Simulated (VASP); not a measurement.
# NaZnCl3 in VASP: further runs, part 2 of 2

VASP 6.6.1.

### Step 4. Single point, PBE (strain +0.5%)

Input file INCAR:

```
SYSTEM = NaZnCl3
PREC = Accurate
ENCUT = 520
EDIFF = 1E-6
ISMEAR = -1
SIGMA = 0.02
LREAL = .FALSE.
LASPH = .TRUE.
NELM = 100
ALGO = Normal
ISIF = 2
LWAVE = .FALSE.
LCHARG = .FALSE.
GGA = PE
NBANDS = 28
```

Input file KPOINTS:

```
regular mesh
0
G
  6 6 6
  0 0 0
```

Input file POSCAR:

```
NaZnCl3
1.0
    4.8823234109      0.0000000000      0.0000000000
    0.0000000000      4.8823234109      0.0000000000
    0.0000000000      0.0000000000      4.8823234109
Na Zn Cl
1 1 3
Direct
    0.0000000000      0.0000000000      0.0000000000
    0.5000000000      0.5000000000      0.5000000000
    0.5000000000      0.5000000000      0.0000000000
    0.5000000000      0.0000000000      0.5000000000
    0.0000000000      0.5000000000      0.5000000000
```

Command:

```sh
$ cat potpaw_PBE.64/Na_pv/POTCAR potpaw_PBE.64/Zn/POTCAR potpaw_PBE.64/Cl/POTCAR > POTCAR
$ mpirun -np 1 vasp_std > vasp.out
```

It took 25 s on 1 thread of Intel Xeon 6975P-C (Granite Rapids), shared host; peak memory 0.24 GiB.

Results (log left out):

- Free energy: -14.0848 eV
- Pressure: 0.7 GPa
- Band gap on the k mesh: 1.64 eV (least direct gap 2.22 eV)

Levels at points of the mesh, in eV from the valence-band top:
```csv
k point,band 18,band 19,band 20,band 21,band 22,band 23
"(0.00, 0.00, 0.00)",-0.57,-0.57,-0.57,1.64,4.24,8.27
"(0.50, 0.00, 0.00)",-1.05,-0.66,-0.66,4.63,6.21,6.79
"(0.50, 0.50, 0.00)",-1.10,-0.03,-0.01,6.60,6.65,7.58
"(0.50, 0.50, 0.50)",0.00,0.00,0.00,5.04,6.59,6.59
```

Caveat: the cell differs from its parent crystal (strain +0.5%).

### Step 5. Single point, PBE (strain +4.0%)

Input file INCAR:

```
SYSTEM = NaZnCl3
ALGO = Normal ; EDIFF = 1E-6
ENCUT = 520 ; GGA = PE
ISIF = 2 ; ISMEAR = -1
LASPH = .TRUE. ; LCHARG = .FALSE.
LREAL = .FALSE. ; LWAVE = .FALSE.
NBANDS = 28 ; NELM = 60
PREC = Accurate ; SIGMA = 0.02
```

Input file KPOINTS:

```
k-points
0
G
  6 6 6
  0 0 0
```

POSCAR, as its differences from that of step 4:

```diff
@@ -2,5 +2,5 @@
 1.0
-    4.8823234109      0.0000000000      0.0000000000
-    0.0000000000      4.8823234109      0.0000000000
-    0.0000000000      0.0000000000      4.8823234109
+    5.0523545745      0.0000000000      0.0000000000
+    0.0000000000      5.0523545745      0.0000000000
+    0.0000000000      0.0000000000      5.0523545745
 Na Zn Cl
```

Command:

```sh
$ cat potpaw_PBE.64/Na_pv/POTCAR potpaw_PBE.64/Zn/POTCAR potpaw_PBE.64/Cl/POTCAR > POTCAR
$ mpirun -np 1 vasp_std > vasp.out
```

It took 33 s on 1 thread of Intel Xeon 6975P-C (Granite Rapids), shared host; peak memory 0.27 GiB.

It converged, with:

| Property | Result |
| --- | --- |
| Free energy | -14.0049 eV |
| Pressure | -2.5 GPa |
| Band gap on the k mesh | 1.30 eV (least direct gap 1.80 eV) |

Levels at points of the mesh, in eV from the valence-band top:
| k point | band 17 | band 18 | band 19 | band 20 | band 21 | band 22 | band 23 | band 24 |
| --- | --- | --- | --- | --- | --- | --- | --- | --- |
| (0.00, 0.00, 0.00) | -0.68 | -0.50 | -0.50 | -0.50 | 1.30 | 4.18 | 8.32 | 8.32 |
| (0.50, 0.00, 0.00) | -0.96 | -0.86 | -0.56 | -0.56 | 4.03 | 5.95 | 6.70 | 8.25 |
| (0.50, 0.50, 0.00) | -0.93 | -0.93 | -0.19 | -0.01 | 5.81 | 6.32 | 7.24 | 7.24 |
| (0.50, 0.50, 0.50) | -0.18 | 0.00 | 0.00 | 0.00 | 5.08 | 6.40 | 6.40 | 6.40 |

Caveat: the cell differs from its parent crystal (strain +4.0%).

### Step 6. Single point, r2SCAN

This run uses another cell than the first one, of 22.93 Å³/atom.

POSCAR, as its differences from that of step 5:

```diff
@@ -2,5 +2,5 @@
 1.0
-    5.0523545745      0.0000000000      0.0000000000
-    0.0000000000      5.0523545745      0.0000000000
-    0.0000000000      0.0000000000      5.0523545745
+    4.8580332447      0.0000000000      0.0000000000
+    0.0000000000      4.8580332447      0.0000000000
+    0.0000000000      0.0000000000      4.8580332447
 Na Zn Cl
```

Input file INCAR.step1:

```
SYSTEM = NaZnCl3
  ALGO = Normal
  EDIFF = 1E-4
  ENCUT = 520
  GGA = PE
  ISMEAR = 0
  LASPH = .True.
  LCHARG = .False.
  LREAL = .False.
  LWAVE = .True.
  NBANDS = 28
  NELM = 60
  PREC = Accurate
  SIGMA = 0.01
```

Input file INCAR.step2:

```
SYSTEM = NaZnCl3
  ALGO = Normal
  EDIFF = 1E-6
  ENCUT = 520
  ISIF = 2
  ISMEAR = 0
  ISTART = 1
  LASPH = .True.
  LCHARG = .False.
  LMIXTAU = .True.
  LREAL = .False.
  LWAVE = .False.
  METAGGA = R2SCAN
  NBANDS = 28
  NELM = 60
  PREC = Accurate
  SIGMA = 0.01
```

Input file KPOINTS:

```
k-points
0
Gamma
  6 6 6
  0 0 0
```

Potentials or basis: VASP PAW PBE potentials, release 64 (Na_pv, Zn, Cl).

Command:

```sh
$ cat potpaw_PBE.64/Na_pv/POTCAR potpaw_PBE.64/Zn/POTCAR potpaw_PBE.64/Cl/POTCAR > POTCAR
$ cp INCAR.step1 INCAR
$ mpirun -np 1 vasp_std > vasp.out
$ cp INCAR.step2 INCAR
$ mpirun -np 1 vasp_std > vasp.out
```

OUTCAR:

```text
SYSTEM = NaZnCl3
   EDIFF = 1E-6
   ENCUT = 520
   ISIF = 2
   ISMEAR = 0
   ISTART = 1
   LASPH = .True.
   LREAL = .False.
   METAGGA = R2SCAN
   NELM = 60
   PREC = Accurate

 ion  position               nearest neighbor table
   1  0.000  0.000  0.000-
   2  0.500  0.500  0.500-   3 2.43   4 2.43   5 2.43   3 2.43   4 2.43   5 2.43
   3  0.500  0.500  0.000-   2 2.43   2 2.43
   4  0.500  0.000  0.500-   2 2.43   2 2.43
   5  0.000  0.500  0.500-   2 2.43   2 2.43

  LATTYP: Found a simple cubic cell.
 ALAT       =     4.8580332447

  Lattice vectors:

 A1 = (   4.8580332447,   0.0000000000,   0.0000000000)
 A2 = (   0.0000000000,   4.8580332447,   0.0000000000)
 A3 = (   0.0000000000,   0.0000000000,   4.8580332447)

Analysis of symmetry for initial positions (statically):
=====================================================================
 Subroutine PRICEL returns:
 Original cell was already a primitive cell.

 Routine SETGRP: Setting up the symmetry group for a
 simple cubic supercell.

 Subroutine GETGRP returns: Found 48 space group operations
[... 167 lines left out ...]

 val. band max:       -0.2093898338   @ k =   0.5000   0.5000   0.5000
 cond. band min:       2.1390954859   @ k =   0.0000   0.0000   0.0000
 fundamental gap:      2.3484853198
 Fermi energy:        -0.1654378466

 k-point     1 :       0.0000    0.0000    0.0000
  band No.  band energies     occupation
      1     -23.4387      2.00000
      2     -23.4387      2.00000
      3     -23.4387      2.00000
      4     -14.9445      2.00000
      5     -13.8414      2.00000
      6     -13.8414      2.00000
[... 609 lines left out ...]
     27      10.8845      0.00000
     28      10.8845      0.00000

------------------------ aborting loop because EDIFF is reached ----------------------------------------

  FORCE on cell =-STRESS in cart. coord.  units (eV):
  Direction    XX          YY          ZZ          XY          YZ          ZX
  --------------------------------------------------------------------------------------
  -------------------------------------------------------------------------------------
  Total        0.0081721      0.0081721      0.0081721      0.0000000      0.0000000     -0.0000000
  in kB        0.1141986      0.1141986      0.1141986      0.0000000      0.0000000     -0.0000000
  external PRESSURE =       0.1141986 kB  Pullay stress =       0.0000000 kB

 VOLUME and BASIS-vectors are now :
 -----------------------------------------------------------------------------
  energy-cutoff  :      520.00
  volume of cell :      114.65
      direct lattice vectors                 reciprocal lattice vectors
     4.858033245  0.000000000  0.000000000     0.205844619  0.000000000  0.000000000
     0.000000000  4.858033245  0.000000000     0.000000000  0.205844619  0.000000000
     0.000000000  0.000000000  4.858033245     0.000000000  0.000000000  0.205844619

 POSITION                                       TOTAL-FORCE (eV/Angst)
 -----------------------------------------------------------------------------------
      0.00000      0.00000      0.00000         0.000000      0.000000      0.000000
      2.42902      2.42902      2.42902         0.000000      0.000000      0.000000
      2.42902      2.42902      0.00000         0.000000      0.000000      0.000000
      2.42902      0.00000      2.42902         0.000000      0.000000      0.000000
      0.00000      2.42902      2.42902         0.000000      0.000000      0.000000
 -----------------------------------------------------------------------------------
    total drift:                                0.000000      0.000000      0.000000

  FREE ENERGIE OF THE ION-ELECTRON SYSTEM (eV)
  ---------------------------------------------------
  free  energy   TOTEN  =       -38.0166286207 eV

  energy  without entropy=      -38.0166286207  energy(sigma->0) =      -38.01662862
```

OUTCAR.step1:

```text
SYSTEM = NaZnCl3
   EDIFF = 1E-4
   ENCUT = 520
   GGA = PE
   ISMEAR = 0
   LASPH = .True.
   LREAL = .False.
   NELM = 60
[... 843 lines left out ...]
      2.42902      2.42902      0.00000         0.000000      0.000000      0.000000
      2.42902      0.00000      2.42902         0.000000      0.000000      0.000000
      0.00000      2.42902      2.42902         0.000000      0.000000      0.000000
 -----------------------------------------------------------------------------------
    total drift:                                0.000000      0.000000      0.000000

  FREE ENERGIE OF THE ION-ELECTRON SYSTEM (eV)
  ---------------------------------------------------
  free  energy   TOTEN  =       -14.0728911130 eV

  energy  without entropy=      -14.0728911130  energy(sigma->0) =      -14.07289111
```

OSZICAR.step1:

```text
N       E                     dE             d eps       ncg     rms          rms(c)
DAV:   1     0.362420524974E+03    0.36242E+03   -0.18532E+04  1128   0.152E+03
DAV:   2     0.308786670731E+02   -0.33154E+03   -0.31669E+03  1240   0.365E+02
DAV:   3    -0.135176363057E+02   -0.44396E+02   -0.43632E+02  1276   0.134E+02
DAV:   4    -0.149928126748E+02   -0.14752E+01   -0.14707E+01  1416   0.264E+01
DAV:   5    -0.150226096371E+02   -0.29797E-01   -0.29780E-01  1364   0.382E+00    0.767E+00
DAV:   6    -0.141471672143E+02    0.87544E+00   -0.12759E+00  1652   0.356E+01    0.577E+00
DAV:   7    -0.140768736702E+02    0.70294E-01   -0.12318E+00  1360   0.650E+00    0.276E+00
DAV:   8    -0.140741421883E+02    0.27315E-02   -0.13635E-01  1468   0.450E+00    0.854E-01
DAV:   9    -0.140727486594E+02    0.13935E-02   -0.20122E-02  1272   0.336E+00    0.134E-01
DAV:  10    -0.140729196279E+02   -0.17097E-03   -0.54863E-03  1344   0.140E+00    0.127E-01
DAV:  11    -0.140729113892E+02    0.82387E-05   -0.12807E-03  1256   0.306E-01    0.390E-02
DAV:  12    -0.140728911130E+02    0.20276E-04   -0.14031E-04   936   0.221E-01
   1 F= -.14072891E+02 E0= -.14072891E+02  d E =-.408594E-19
```

Run time: 77 s. Hardware: 1 thread of Intel Xeon 6975P-C (Granite Rapids), shared host; peak memory 0.25 GiB.

What came out:

```
Free energy            : -38.0166 eV
Pressure               : 0.0 GPa
Band gap on the k mesh : 2.35 eV (least direct gap 2.95 eV)
```

Caveat: the PAW data sets were made with another functional, which shifts forces and pressure a little.

### Step 7. The runs side by side

```csv
level,cell,smearing,gap on the mesh (eV),pressure (GPa)
r2SCAN,"a = 4.931, b = 4.931, c = 4.798 Å, 5 atoms",gaussian 0.01 eV,2.28,-0.6
PBE,"a = 4.858 Å, 5 atoms",fermi-dirac 0.02 eV,1.69,1.3
PBE,"a = 4.882 Å, 5 atoms",fermi-dirac 0.02 eV,1.64,0.7
PBE,"a = 5.052 Å, 5 atoms",fermi-dirac 0.02 eV,1.30,-2.5
r2SCAN,"a = 4.858 Å, 5 atoms",gaussian 0.01 eV,2.35,0.0
```

Alike in all rows: task single point; potentials or basis VASP PAW PBE potentials, release 64 (Na_pv, Zn, Cl); no spin polarisation; k mesh 6 × 6 × 6; cutoff (eV) 520.

Caveats: the PAW data sets were made with another functional, which shifts forces and pressure a little (at least some runs).

Absolute energies hang on the potentials; compare differences alone.
